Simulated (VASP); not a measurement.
Set up this calculation in VASP 6.6.1, as the native input.

* Task: single point
* Functional: r2SCAN
* Potentials or basis: VASP PAW PBE potentials, release 64 (Te, Mo_sv)
* Cutoff: 520 eV
* k mesh: 12 × 12 × 2
* Occupations: gaussian, width 0.05 eV
* Spin: no spin polarisation
* Dipole correction: no
* Further INCAR settings: ALGO = Normal; EDIFF = 1e-06; NBANDS = 20

Te2Mo, a slab with vacuum:

```
CELL_PARAMETERS angstrom
3.56023 0.00000 0.00000
-1.78012 3.08325 0.00000
0.00000 0.00000 16.12213
ATOMIC_POSITIONS crystal
Te 0.33333 0.66667 0.89786
Te 0.33333 0.66667 0.10214
Mo 0.00000 0.00000 0.00000
```

This cell differs from its parent crystal: strain +0.000 along x and y, -0.080 along z.

The input as run:

POSCAR

```
Te2Mo
1.0
    3.5602328140      0.0000000000      0.0000000000
   -1.7801164070      3.0832520603      0.0000000000
    0.0000000000      0.0000000000     16.1221331944
Te Mo
2 1
Direct
    0.3333333333      0.6666666667      0.8978554500
    0.3333333333      0.6666666667      0.1021445500
    0.0000000000      0.0000000000      0.0000000000
```

INCAR.step1

```
PREC     = Accurate       # precision mode
ENCUT    = 520            # plane-wave cutoff, eV
ISMEAR   = 0              # smearing method
SIGMA    = 0.05           # smearing width, eV
LREAL    = F              # projectors in reciprocal space
LASPH    = T              # aspherical terms in the spheres
NELM     = 60             # most SCF steps
NBANDS   = 20             # bands
GGA      = PE             # functional
ALGO     = Normal         # electronic algorithm
EDIFF    = 1E-4           # SCF threshold, eV
LWAVE    = T              # write WAVECAR
LCHARG   = F              # write CHGCAR
```

INCAR.step2

```
PREC     = Accurate       # precision mode
ENCUT    = 520            # plane-wave cutoff, eV
EDIFF    = 1E-6           # SCF threshold, eV
ISMEAR   = 0              # smearing method
SIGMA    = 0.05           # smearing width, eV
LREAL    = F              # projectors in reciprocal space
LASPH    = T              # aspherical terms in the spheres
NELM     = 60             # most SCF steps
ALGO     = Normal         # electronic algorithm
ISIF     = 2              # what is computed and relaxed
LWAVE    = F              # write WAVECAR
LCHARG   = T              # write CHGCAR
METAGGA  = R2SCAN         # meta-GGA
LMIXTAU  = T            
LELF     = T              # ELF
LVHAR    = T            
NBANDS   = 20             # bands
ISTART   = 1
```

KPOINTS

```
Automatic mesh
0
Gamma
  12 12 2
```

Potentials or basis: VASP PAW PBE potentials, release 64 (Te, Mo_sv).

Launch:

```sh
$ cat potpaw_PBE.64/Te/POTCAR potpaw_PBE.64/Mo_sv/POTCAR > POTCAR
$ cp INCAR.step1 INCAR
$ mpirun -np 1 vasp_std > vasp.out
$ cp INCAR.step2 INCAR
$ mpirun -np 1 vasp_std > vasp.out
```

Results of the run:

The largest force is 2.507 eV/Å. The band gap on the k mesh is 0.82 eV, indirect (least direct gap 0.93 eV).

Caveat: the cell differs from its parent crystal (strain +0.000 along x and y, -0.080 along z); the PAW data sets were made with another functional, which shifts forces and pressure a little; spin-orbit coupling is left out, which moves the levels of the heavy elements.

Wall time 4.8 min on 1 thread of Intel(R) Xeon(R) 6975P-C (Granite Rapids) (shared host), peak memory 0.41 GiB.
